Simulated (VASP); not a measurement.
Write the native input for VASP 6.6.1 that does the following.

```
Task                   : relaxation of cell and atoms
Functional             : LDA
Potentials or basis    : VASP PAW LDA potentials, release 64 (Li_sv, Cl)
Cutoff                 : 600 eV
k mesh                 : 12 × 12 × 4
Occupations            : fermi-dirac, width 0.02 eV
Spin                   : no spin polarisation
Dipole correction      : no
Further INCAR settings : ALGO = Normal; EDIFF = 1e-07; IBRION = 2; EDIFFG = -0.005; NSW = 80; ISIF = 3
```

The structure of LiCl lies in POSCAR:

```
LiCl
1.0
    3.6004987331      0.0000000000      0.0000000000
   -1.8002493666      3.1181233692      0.0000000000
    0.0000000000      0.0000000000      6.0707120009
Li Cl
2 2
Direct
    0.0000000000      0.0000000000      0.0000000000
    0.0000000000      0.0000000000      0.5000000000
    0.3333333333      0.6666666667      0.2500000000
    0.6666666667      0.3333333333      0.7500000000
```

One way to write it, as run:

INCAR

```
SYSTEM = LiCl
PREC = Accurate
ENCUT = 600
EDIFF = 1E-7
ISMEAR = -1
SIGMA = 0.02
LREAL = .FALSE.
LASPH = .TRUE.
NELM = 60
ALGO = Normal
ISIF = 3
LWAVE = .FALSE.
LCHARG = .FALSE.
GGA = CA
IBRION = 2
NSW = 80
EDIFFG = -0.005
```

KPOINTS

```
regular mesh
0
G
  12 12 4
  0 0 0
```

Potentials or basis: VASP PAW LDA potentials, release 64 (Li_sv, Cl).

Run with:

```console
$ cat potpaw_LDA.64/Li_sv/POTCAR potpaw_LDA.64/Cl/POTCAR > POTCAR
$ mpirun -np 1 vasp_std > vasp.out
```

Results of the run:

- Relaxed volume: 15.24 Å³/atom
- Relaxed cell: a = 3.470 Å, b = 3.470 Å, c = 5.843 Å, α = 90.00°, β = 90.00°, γ = 120.00°
- Space group after relaxing (to 0.1 Å): P6_3/mmc (No. 194)
- Energy gained by relaxing: 22.6 meV/atom
- Ionic steps: 9
- Pressure after relaxing: 0.0 GPa
- Band gap on the k mesh: 6.54 eV (least direct gap 6.55 eV)

Caveat: the cutoff is under 1.25 times the usual one of these potentials, so pressure, stress and relaxed cells hold a basis-set (Pulay) error.

Wall time 6.2 min on 1 thread of Intel Xeon 8259CL, on a shared host, peak memory 0.2 GiB.
